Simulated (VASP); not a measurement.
# Ca (P6_3/mmc) in VASP: further runs

Runs on Ca. Level: PBEsol. Tasks: relaxation of cell and atoms.

Program: VASP 6.6.1. These are calculated values, not measurements. Logs are shortened: lines on timing, memory, paths and dates and some standing lists are left out, and cuts for length are marked.

### 1 The cell of the first run

It takes space group P6_3/mmc (No. 194, hexagonal). The conventional cell has a = 3.844 Å, b = 3.844 Å, c = 6.227 Å, α = 90.00°, β = 90.00°, γ = 120.00°. Within 5.0 Å of Ca (site symmetry -6m2) lie 12 Ca at 3.82 to 3.84 Å.

This isn't the form of Ca at room conditions, which is fcc.

### 2 Relaxation of cell and atoms, PBEsol, target pressure 0.35 GPa, at which the enthalpy is minimised

File INCAR:

```
  PREC = Accurate
  ENCUT = 600
  EDIFF = 1E-6
  ISMEAR = -1
  SIGMA = 0.08
  LREAL = False
  LASPH = True
  NELM = 80
  ALGO = Normal
  ISIF = 3
  LWAVE = False
  LCHARG = False
  GGA = PS
  IBRION = 2
  NSW = 60
  EDIFFG = -0.005
  PSTRESS = 3.5
```

File KPOINTS:

```
regular mesh
0
Gamma
  12 12 6
```

File POSCAR:

```
Ca
1.0
    3.8435909309      0.0000000000      0.0000000000
   -1.9217954654      3.3286473879      0.0000000000
    0.0000000000      0.0000000000      6.2266173080
Ca
2
Direct
    0.3333333333      0.6666666667      0.2500000000
    0.6666666667      0.3333333333      0.7500000000
```

Potentials or basis: VASP PAW PBE potentials, release 64 (Ca_sv).

Command:

```
> cat potpaw_PBE.64/Ca_sv/POTCAR > POTCAR
> mpirun -np 1 vasp_std > vasp.out
```

OUTCAR:

```text
PREC = Accurate
   ENCUT = 600
   EDIFF = 1E-6
   ISMEAR = -1
   LREAL = False
   LASPH = True
   NELM = 80
   ISIF = 3
   GGA = PS
   IBRION = 2
   NSW = 60
   EDIFFG = -0.005
   PSTRESS = 3.5

 ion  position               nearest neighbor table
   1  0.333  0.667  0.250-
   2  0.667  0.333  0.750-

  LATTYP: Found a hexagonal cell.
 ALAT       =     3.8435909309
 C/A-ratio  =     1.6200000000

  Lattice vectors:

 A1 = (   3.8435909309,   0.0000000000,   0.0000000000)
 A2 = (  -1.9217954654,   3.3286473879,   0.0000000000)
 A3 = (   0.0000000000,   0.0000000000,   6.2266173080)

Analysis of symmetry for initial positions (statically):
=====================================================================
 Subroutine PRICEL returns:
 Original cell was already a primitive cell.

 Routine SETGRP: Setting up the symmetry group for a
 hexagonal supercell.

 Subroutine GETGRP returns: Found 24 space group operations
 (whereof 12 operations were pure point group operations)
 out of a pool of 24 trial point group operations.

The static configuration has the point symmetry D_3d.
 The point group associated with its full space group is D_6h.

Analysis of symmetry for dynamics (positions and initial velocities):
=====================================================================
 Subroutine PRICEL returns:
 Original cell was already a primitive cell.

 Routine SETGRP: Setting up the symmetry group for a
 hexagonal supercell.

 Subroutine GETGRP returns: Found 24 space group operations
 (whereof 12 operations were pure point group operations)
 out of a pool of 24 trial point group operations.

The dynamic configuration has the point symmetry D_3d.
 The point group associated with its full space group is D_6h.

 Subroutine INISYM returns: Found 24 space group operations
 (whereof 12 operations are pure point group operations),
 and found     1 'primitive' translations

----------------------------------------------------------------------------------------

                                     Primitive cell

  volume of cell :      79.6631

  direct lattice vectors                    reciprocal lattice vectors
     3.843590931  0.000000000  0.000000000     0.260173369  0.150211164  0.000000000
    -1.921795465  3.328647388  0.000000000     0.000000000  0.300422329  0.000000000
     0.000000000  0.000000000  6.226617308     0.000000000  0.000000000  0.160600845

  length of vectors
     3.843590931  3.843590931  6.226617308     0.300422329  0.300422329  0.160600845

  position of ions in fractional coordinates (direct lattice)
     0.333333333  0.666666667  0.250000000
     0.666666667  0.333333333  0.750000000

  ion indices of the primitive-cell ions
   primitive index   ion index
                 1           1
                 2           2

----------------------------------------------------------------------------------------

 KPOINTS: regular mesh

Automatic generation of k-mesh.
 Grid dimensions read from file:
 generate k-points for:   12   12    6

 Generating k-lattice:

  Cartesian coordinates                     Fractional coordinates (reciprocal lattice)
     0.021681114  0.012517597  0.000000000     0.083333333  0.000000000  0.000000000
     0.000000000  0.025035194  0.000000000     0.000000000  0.083333333  0.000000000
     0.000000000  0.000000000  0.026766807     0.000000000  0.000000000  0.166666667

  Length of vectors
     0.025035194  0.025035194  0.026766807

  Shift w.r.t. Gamma in fractional coordinates (k-lattice)
     0.000000000  0.000000000  0.000000000

 Subroutine IBZKPT returns following result:
 ===========================================

 Found     76 irreducible k-points:

 Following reciprocal coordinates:
            Coordinates               Weight
  0.000000  0.000000  0.000000      1.000000
  0.083333  0.000000  0.000000      6.000000
  0.166667  0.000000  0.000000      6.000000
  0.250000  0.000000  0.000000      6.000000
  0.333333  0.000000  0.000000      6.000000
  0.416667  0.000000  0.000000      6.000000
[... 16 lines left out ...]
  0.250000  0.000000  0.166667     12.000000
  0.333333  0.000000  0.166667     12.000000
 [... further k-points ...]
   k-points           NKPTS =     76   k-points in BZ     NKDIM =     76   number of bands    NBANDS=     14
   number of dos      NEDOS =    301   number of ions     NIONS =      2
   total plane-waves  NPLWV =  51200
   dimension x,y,z NGX =    32 NGY =   32 NGZ =   50
   dimension x,y,z NGXF=    64 NGYF=   64 NGZF=  100
   ions per type =               2
   NGX,Y,Z   is equivalent  to a cutoff of  13.84, 13.84, 13.35 a.u.
   NGXF,Y,Z  is equivalent  to a cutoff of  27.68, 27.68, 26.70 a.u.
 SYSTEM =  unknown system
   PREC   = accura    normal or accurate (medium, high low for compatibility)
   ISTART =      0    job   : 0-new  1-cont  2-samecut
   ICHARG =      2    charge: 1-file 2-atom 10-const
   ISPIN  =      1    spin polarized calculation?
   LNONCOLLINEAR =      F non collinear calculations
   LSORBIT =      F    spin-orbit coupling
   LASPH  =      T    aspherical Exc in radial PAW
   ENCUT  =  600.0 eV  44.10 Ry    6.64 a.u.   7.68  7.68 12.44*2*pi/ulx,y,z
   NELM   =     80;   NELMIN=  2; NELMDL= -5     # of ELM steps
   EDIFF  = 0.1E-05   stopping-criterion for ELM
   LREAL  =      F    real-space projection
   EDIFFG = -.5E-02   stopping-criterion for IOM
   NSW    =     60    number of steps for IOM
   IBRION =      2    ionic relax: 0-MD 1-quasi-New 2-CG
   NFREE  =      1    steps in history (QN), initial steepest desc. (CG)
   ISIF   =      3    stress and relaxation
   ISYM   =      2    0-nonsym 1-usesym 2-fastsym
   POTIM  = 0.5000    time-step for ionic-motion
   TEBEG  =    0.0;   TEEND  =   0.0 temperature during run
   PSTRESS=    3.5 pullay stress
   NELECT =      20.0000    total number of electrons
   NUPDOWN=      -1.0000    fix difference up-down
   EMIN   =  10.00;   EMAX   =-10.00  energy-range for DOS
   EFERMI =   0.00;   METHOD = LEGACY
   ISMEAR =    -1;   SIGMA  =   0.08  broadening in eV -4-tet -1-fermi 0-gaus
   EFERMI_NEDOS =   21; number of points for ismear=-14 and -15
   IALGO  =     38    algorithm
   IMIX   =      4    mixing-type and parameters
     AMIX     =   0.40;   BMIX     =  1.00
     AMIX_MAG =   1.60;   BMIX_MAG =  1.00
  volume/ion in A,a.u.               =      39.83       268.80
  Fermi-wavevector in a.u.,A,eV,Ry     =   1.032759  1.951632 14.511862  1.066592
  Thomas-Fermi vector in A             =   2.166973
   LORBIT       =      0    0 simple, 1 ext, 2 COOP (PROOUT), +10 PAW based schemes
   GGA     = PS    functional components
   LHFCALC =     F    Hartree Fock is set to
   AEXX    =    0.0000 exact exchange contribution
   IVDW    =     0    specifies the selected vdW correction
   LEPSILON=     F    determine dielectric tensor
   LRPA    =     F    only Hartree local field effects (RPA)
 conjugate gradient relaxation of ions
 non-spin polarized calculation
  energy-cutoff  :      600.00
  volume of cell :       79.66
 maximum number of plane-waves:      2719
 NGX is ok and might be reduce to    32

--------------------------------------- Ionic step        1  -------------------------------------------

 number of electron      19.9999999 magnetization

 Free energy of the ion-electron system (eV)
  ---------------------------------------------------
  ext. energy  EPLUGINS =         0.00000000
  ---------------------------------------------------
  free energy    TOTEN  =        -4.28118166 eV

  energy without entropy =       -4.22719819  energy(sigma->0) =       -4.25418992

------------------------ aborting loop because EDIFF is reached ----------------------------------------

  FORCE on cell =-STRESS in cart. coord.  units (eV):
  Direction    XX          YY          ZZ          XY          YZ          ZX
  --------------------------------------------------------------------------------------
  -------------------------------------------------------------------------------------
  Total        0.1516786      0.1516786      0.4516127      0.0000000     -0.0000000      0.0000000
  in kB        3.0505470      3.0505470      9.0827960      0.0000000     -0.0000000      0.0000000
  external PRESSURE =       1.5612967 kB  Pullay stress =       3.5000000 kB
[... 175 lines left out ...]
  enthalpy is  TOTEN    =        -4.1091734305 eV   P V=        0.1754974597

--------------------------------------- Ionic step        6  -------------------------------------------

 number of electron      20.0000000 magnetization

 Free energy of the ion-electron system (eV)
  ---------------------------------------------------
  ext. energy  EPLUGINS =         0.00000000
  ---------------------------------------------------
  free energy    TOTEN  =        -4.28445797 eV

  energy without entropy =       -4.23207866  energy(sigma->0) =       -4.25826831

 E-fermi :   2.1345     XC(G=0):  -7.9718

 val. band max:        2.1252446606   @ k =   0.3333   0.0000   0.0000
 cond. band min:       2.1441024124   @ k =   0.3333   0.1667   0.0000
 fundamental gap:      0.0188577518
 Fermi energy:         2.1344538773

 k-point     1 :       0.0000    0.0000    0.0000
  band No.  band energies     occupation
      1     -39.6163      2.00000
      2     -39.5993      2.00000
      3     -20.7623      2.00000
      4     -20.6266      2.00000
      5     -20.6266      2.00000
      6     -20.6046      2.00000
      7     -20.6046      2.00000
      8     -20.5965      2.00000
      9      -2.0341      2.00000
     10       1.0288      2.00000
     11       1.9370      1.84375
     12       4.4313      0.00000
     13       4.4811      0.00000
     14       4.4811      0.00000
[... 375 lines left out ...]
 k-point    24 :       0.3333    0.0000    0.1667
  band No.  band energies     occupation
      1     -39.6028      2.00000
      2     -39.5944      2.00000
      3     -20.7375      2.00000
      4     -20.7120      2.00000
      5     -20.6933      2.00000
      6     -20.6541      2.00000
      7     -20.6250      2.00000
      8     -20.6202      2.00000
      9      -0.2992      2.00000
     10       1.6562      1.99494
     11       2.5544      0.01045
     12       2.7913      0.00054
     13       3.8916      0.00000
     14       3.9443      0.00000

 [... further k-points ...]
[... 5 lines left out ...]
  --------------------------------------------------------------------------------------
  -------------------------------------------------------------------------------------
  Total        0.1768795      0.1768795      0.1704063      0.0000000     -0.0000000      0.0000000
  in kB        3.5320490      3.5320490      3.4027870      0.0000000     -0.0000000      0.0000000
  external PRESSURE =      -0.0110384 kB  Pullay stress =       3.5000000 kB
[... 17 lines left out ...]
  FREE ENERGIE OF THE ION-ELECTRON SYSTEM (eV)
  ---------------------------------------------------
  free  energy   TOTEN  =        -4.2844579695 eV

  energy  without entropy=       -4.2320786584  energy(sigma->0) =       -4.25826831

  enthalpy is  TOTEN    =        -4.1091833860 eV   P V=        0.1752745834

 reached required accuracy - stopping structural energy minimisation
```

Wall time 2.4 min (1 thread of Intel Xeon 6975P-C (Granite Rapids), shared host); peak memory 0.29 GiB.

What came out:

| Item | Value |
| --- | --- |
| Free energy | -4.2845 eV |
| Relaxed volume | 40.12 Å³/atom |
| Relaxed cell | a = 3.830 Å, b = 3.830 Å, c = 6.315 Å, α = 90.00°, β = 90.00°, γ = 120.00° |
| Space group after relaxing (to 0.1 Å) | P6_3/mmc (No. 194) |
| Energy change on relaxing (the run minimises the enthalpy) | -1.6 meV/atom |
| Ionic steps | 6 |
| Pressure after relaxing | 0.3 GPa |
| Band gap on the k mesh | zero (bands 10 and 11 overlap by 0.45 eV) |

Step by step:
```csv
step,energy change (eV),largest force (eV/Å),pressure (GPa),volume (Å³)
1,0.0000,0.0000,0.51,79.66
2,-0.0024,0.0000,0.40,80.11
3,-0.0040,0.0000,0.26,80.65
4,-0.0039,0.0000,0.27,80.57
5,-0.0035,0.0000,0.32,80.34
6,-0.0033,0.0000,0.35,80.23
```

Final structure:
```
Ca
1.0
     3.83035    0.00000    0.00000
    -1.91517    3.31718    0.00000
     0.00000    0.00000    6.31472
Ca
2
Direct
  0.33333 0.66667 0.25000
  0.66667 0.33333 0.75000
```

Levels at points of the mesh, in eV from the Fermi level:
| k point | band 8 | band 9 | band 10 | band 11 | band 12 | band 13 |
| --- | --- | --- | --- | --- | --- | --- |
| (0.00, 0.00, 0.00) | -22.73 | -4.17 | -1.11 | -0.20 | 2.30 | 2.35 |
| (0.50, 0.00, 0.00) | -22.76 | -1.13 | -0.68 | 0.16 | 0.34 | 1.40 |
| (0.00, 0.00, 0.50) | -22.75 | -3.12 | -3.12 | 1.38 | 1.38 | 2.34 |
| (0.50, 0.00, 0.50) | -22.78 | -0.73 | -0.73 | 0.14 | 0.14 | 1.46 |

Caveat: the cell is relaxed towards a set pressure, so the run minimises the enthalpy, not the energy; the PAW data sets were made with another functional, which shifts forces and pressure a little.

### 3 Relaxation of cell and atoms, PBEsol, target pressure 0.35 GPa, at which the enthalpy is minimised

This run uses another cell than the first one, of 40.03 Å³/atom.

File INCAR:

```
SYSTEM = Ca
  ALGO = Normal
  EDIFF = 1E-6
  EDIFFG = -0.005
  ENCUT = 600
  GGA = PS
  IBRION = 2
  ISIF = 3
  ISMEAR = -1
  LASPH = .TRUE.
  LCHARG = .FALSE.
  LREAL = .FALSE.
  LWAVE = .FALSE.
  NELM = 100
  NSW = 32
  PREC = Accurate
  PSTRESS = 3.5
  SIGMA = 0.08
```

File KPOINTS:

```
k-points
0
G
  12 12 6
  0 0 0
```

File POSCAR:

```
Ca
1.0
    3.8271254318      0.0000000000      0.0000000000
   -1.9135627159      3.3143878475      0.0000000000
    0.0000000000      0.0000000000      6.3116394907
Ca
2
Direct
    0.3333333333      0.6666666667      0.2500000000
    0.6666666667      0.3333333333      0.7500000000
```

Potentials or basis: VASP PAW PBE potentials, release 64 (Ca_sv).

Command:

```
> cat potpaw_PBE.64/Ca_sv/POTCAR > POTCAR
> mpirun -np 1 vasp_std > vasp.out
```

Wall time 62 s (1 thread of Intel Xeon 6975P-C (Granite Rapids), shared host); peak memory 0.28 GiB.

The run converged. Its results:

| Item | Value |
| --- | --- |
| Free energy | -4.2843 eV |
| Relaxed volume | 40.08 Å³/atom |
| Relaxed cell | a = 3.829 Å, b = 3.829 Å, c = 6.313 Å, α = 90.00°, β = 90.00°, γ = 120.00° |
| Space group after relaxing (to 0.1 Å) | P6_3/mmc (No. 194) |
| Energy change on relaxing (the run minimises the enthalpy) | -0.1 meV/atom |
| Ionic steps | 2 |
| Pressure after relaxing | 0.4 GPa |
| Band gap on the k mesh | zero (bands 10 and 11 overlap by 0.45 eV) |

Step by step:
| step | energy change (eV) | largest force (eV/Å) | pressure (GPa) | volume (Å³) |
| --- | --- | --- | --- | --- |
| 1 | 0.0000 | 0.0000 | 0.39 | 80.06 |
| 2 | -0.0003 | 0.0000 | 0.36 | 80.17 |

Final structure:
```yaml
crystal:
  lattice:
    - [3.82913, 0.00000, 0.00000]
    - [-1.91457, 3.31613, 0.00000]
    - [0.00000, 0.00000, 6.31344]
  atoms:
    - { symbol: Ca, position: [0.33333, 0.66667, 0.25000] }
    - { symbol: Ca, position: [0.66667, 0.33333, 0.75000] }
```

Levels at points of the mesh, in eV from the Fermi level:
```
           k point  band 6  band 7  band 8  band 9  band 10  band 11  band 12  band 13  band 14
(0.00, 0.00, 0.00)  -22.74  -22.74  -22.73   -4.17    -1.11    -0.20     2.30     2.35     2.35
(0.50, 0.00, 0.00)  -22.80  -22.77  -22.76   -1.13    -0.68     0.16     0.34     1.40     1.96
(0.00, 0.00, 0.50)  -22.75  -22.75  -22.75   -3.12    -3.12     1.38     1.38     2.34     2.34
(0.50, 0.00, 0.50)  -22.78  -22.77  -22.77   -0.73    -0.73     0.14     0.14     1.46     1.46
```

Caveat: the cell is relaxed towards a set pressure, so the run minimises the enthalpy, not the energy; the PAW data sets were made with another functional, which shifts forces and pressure a little.

### 4 Relaxation of cell and atoms, PBEsol, target pressure 0.35 GPa, at which the enthalpy is minimised

This run uses another cell than the first one: it holds 4 atoms, not 2.

File INCAR:

```
ALGO = Normal
EDIFF = 1E-6
EDIFFG = -0.005
ENCUT = 600
GGA = PS
IBRION = 2
ISIF = 3
ISMEAR = -1
LASPH = True
LCHARG = False
LREAL = False
LWAVE = False
NELM = 80
NSW = 60
PREC = Accurate
PSTRESS = 3.5
SIGMA = 0.08
```

File KPOINTS:

```
k-points
0
Gamma
  7 7 5
```

File POSCAR:

```
Ca
1.0
    5.0600644512      0.0000000000      0.0000000000
   -2.5300322256      4.3821443595      0.0000000000
    0.0000000000      0.0000000000      7.1852915207
Ca
4
Direct
    0.0000000000      0.0000000000      0.0000000000
    0.0000000000      0.0000000000      0.5000000000
    0.3333333333      0.6666666667      0.2500000000
    0.6666666667      0.3333333333      0.7500000000
```

Command:

```
> cat potpaw_PBE.64/Ca_sv/POTCAR > POTCAR
> mpirun -np 1 vasp_std > vasp.out
```

Wall time 20 min (1 thread of AMD EPYC 9R45 (Zen 5), shared host); peak memory 0.34 GiB.

It converged, with:

* Free energy: -8.5101 eV
* Relaxed volume: 39.51 Å³/atom
* Relaxed cell: a = 3.838 Å, b = 3.838 Å, c = 12.391 Å, α = 90.00°, β = 90.00°, γ = 120.00°
* Space group after relaxing (to 0.1 Å): P6_3/mmc (No. 194)
* Energy change on relaxing (the run minimises the enthalpy): -501.0 meV/atom
* Ionic steps: 26
* Pressure after relaxing: 0.4 GPa
* Band gap on the k mesh: zero (bands 20 and 21 overlap by 0.19 eV)

The path:
| step | energy change (eV) | largest force (eV/Å) | pressure (GPa) | volume (Å³) |
| --- | --- | --- | --- | --- |
| 1 | 0.0000 | 0.0000 | 2.84 | 159.33 |
| 2 | -0.1974 | 0.0000 | 1.27 | 174.01 |
| 3 | -0.2674 | 0.0000 | 0.03 | 190.35 |
| 4 | -0.2627 | 0.0000 | 0.26 | 186.64 |
| 5 | -0.2614 | 0.0000 | 0.31 | 186.07 |
| 6 | -0.2640 | 0.0000 | 0.31 | 185.73 |
| 7 | -0.2727 | 0.0000 | 0.31 | 184.66 |
| 8 | -0.2976 | 0.0000 | 0.31 | 182.32 |
| 9 | -0.4006 | 0.0000 | 0.34 | 176.85 |
| 10 | -0.8402 | 0.0000 | 0.76 | 163.18 |
| 11 | -1.4121 | 0.0000 | 6.32 | 127.79 |
| 12 | -1.2941 | 0.0000 | 7.30 | 124.21 |
| 13 | -1.3675 | 0.0000 | 6.73 | 126.25 |
| 14 | -1.4346 | 0.0000 | 6.26 | 127.87 |
| 15 | -1.6111 | 0.0000 | 4.98 | 132.82 |
| 16 | -1.8612 | 0.0000 | 2.76 | 143.09 |
| 17 | -1.9997 | 0.0000 | -0.52 | 165.19 |
| 18 | -2.0048 | 0.0000 | 0.32 | 158.48 |
| 19 | -2.0032 | 0.0000 | 0.41 | 157.79 |
| 20 | -2.0033 | 0.0000 | 0.41 | 157.78 |
| 21 | -2.0033 | 0.0000 | 0.40 | 157.74 |
| 22 | -2.0031 | 0.0000 | 0.40 | 157.67 |
| 23 | -2.0032 | 0.0000 | 0.39 | 157.70 |
| 24 | -2.0036 | 0.0000 | 0.38 | 157.86 |
| 25 | -2.0044 | 0.0000 | 0.33 | 158.22 |
| 26 | -2.0040 | 0.0000 | 0.35 | 158.05 |

Final structure:
```
Ca
1.0
     3.83779    0.00000    0.00000
    -1.91889    3.32362    0.00000
     0.00000    0.00000   12.39111
Ca
4
Direct
  0.00000 0.00000 0.00000
  0.00000 0.00000 0.50000
  0.33333 0.66667 0.25000
  0.66667 0.33333 0.75000
```

Levels at points of the mesh, in eV from the Fermi level:
| k point | band 17 | band 18 | band 19 | band 20 | band 21 | band 22 | band 23 | band 24 |
| --- | --- | --- | --- | --- | --- | --- | --- | --- |
| (0.00, 0.00, 0.00) | -4.19 | -3.10 | -3.10 | -1.04 | -0.09 | 1.45 | 1.47 | 2.25 |

Caveat: the cell is relaxed towards a set pressure, so the run minimises the enthalpy, not the energy; a cell axis changed by over 15 % at a fixed basis, so the end point is rough; the PAW data sets were made with another functional, which shifts forces and pressure a little.

### 5 Summary

| cell | k mesh | gap on the mesh (eV) | pressure (GPa) |
| --- | --- | --- | --- |
| relaxed to 0.35 GPa from a = 3.844, b = 3.844, c = 6.227 Å, angles 90.0, 90.0, 120.0°, 2 atoms, atomic positions A | 12 × 12 × 6 | none | 0.3 |
| relaxed to 0.35 GPa from a = 3.827, b = 3.827, c = 6.312 Å, angles 90.0, 90.0, 120.0°, 2 atoms, atomic positions A | 12 × 12 × 6 | none | 0.4 |
| relaxed to 0.35 GPa from a = 5.060, b = 5.060, c = 7.185 Å, angles 90.0, 90.0, 120.0°, 4 atoms, atomic positions B | 7 × 7 × 5 | none | 0.4 |

Alike in all rows: task relaxation of cell and atoms; level PBEsol; potentials or basis VASP PAW PBE potentials, release 64 (Ca_sv); no spin polarisation; cutoff (eV) 600; smearing fermi-dirac 0.08 eV.

Caveats: the cell is relaxed towards a set pressure, so the run minimises the enthalpy, not the energy; the PAW data sets were made with another functional, which shifts forces and pressure a little; a cell axis changed by over 15 % at a fixed basis, so the end point is rough (at least some runs).

Absolute energies hang on the potentials; compare differences alone.
